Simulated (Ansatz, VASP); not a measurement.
One calculation of LiF, two programs

```
Li F
1.0
     0.00000    1.98126    1.98126
     1.98126    0.00000    1.98126
     1.98126    1.98126    0.00000
Li F
1 1
Direct
  0.00000 0.00000 0.00000
  0.50000 0.50000 0.50000
```

Alike in both runs: functional r2SCAN; k mesh 12 × 12 × 12; occupations fermi-dirac, width 0.02 eV; no spin polarisation.

Ansatz relaxed the structure, and its values are those at the end. VASP's run is a single point on that final structure, the one shown.

|  | VASP | Ansatz |
| --- | --- | --- |
| version | VASP 6.6.1 | Ansatz 0.2.0 |
| potentials or method | VASP PAW PBE potentials, release 64 (Li_sv, F), cutoff 520 eV | PAW plane waves |
| valence electrons in the cell | 10 | 10 |

Ansatz gave:

* gap on the k mesh at the Fermi level (eV): 10.54

Problem. Which values does VASP return?

Solution. gap on the k mesh at the Fermi level (eV): 10.75.

VASP's potentials were made for PBE, not for r2SCAN. With one functional, cell and mesh, what is left measures potentials, basis and numerics. Ansatz's warnings: stress scf threshold loose.

Noted on VASP's run: the cutoff is short for stress, so the pressure is rough.
